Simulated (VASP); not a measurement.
A run of VASP 6.6.1:

File INCAR:

```
PREC = Accurate
ENCUT = 520
EDIFF = 1E-7
ISMEAR = -1
SIGMA = 0.05
LREAL = False
LASPH = True
NELM = 80
ALGO = Normal
ISIF = 2
LWAVE = False
LCHARG = True
GGA = B5
ALDAX = 1.0
AGGAX = 1.0
AGGAC = 1.0
ALDAC = 0.0
IVDW = 12
VDW_S6 = 1.0
VDW_S8 = 2.6996
VDW_A1 = 0.4298
VDW_A2 = 4.2359
LELF = True
LVHAR = True
NBANDS = 18
```

Contents of KPOINTS:

```
Automatic mesh
0
Gamma
  8 8 5
```

The input POSCAR:

```
PtSe2
1.0
    3.7863980081      0.0000000000      0.0000000000
   -1.8931990040      3.2791168638      0.0000000000
    0.0000000000      0.0000000000      4.8322641990
Pt Se
1 2
Direct
    0.0000000000      0.0000000000      0.0000000000
    0.6666666667      0.3333333333      0.7295034332
    0.3333333333      0.6666666667      0.2704965668
```

Potentials or basis: VASP PAW PBE potentials, release 64 (Pt, Se).

Command:

```sh
$ cat potpaw_PBE.64/Pt/POTCAR potpaw_PBE.64/Se/POTCAR > POTCAR
$ mpirun -np 1 vasp_std > vasp.out
```

Hardware: 1 thread of Intel(R) Xeon(R) Platinum 8259CL CPU @ 2.50GHz (Skylake/Cascade Lake), with other jobs on the host.

Task: Estimate the wall time of this run.

Result: It took 85 s on 1 thread of Intel(R) Xeon(R) Platinum 8259CL CPU @ 2.50GHz (Skylake/Cascade Lake), on a shared host, peak memory 0.21 GiB. Counts: scf iterations 14, k points 40.
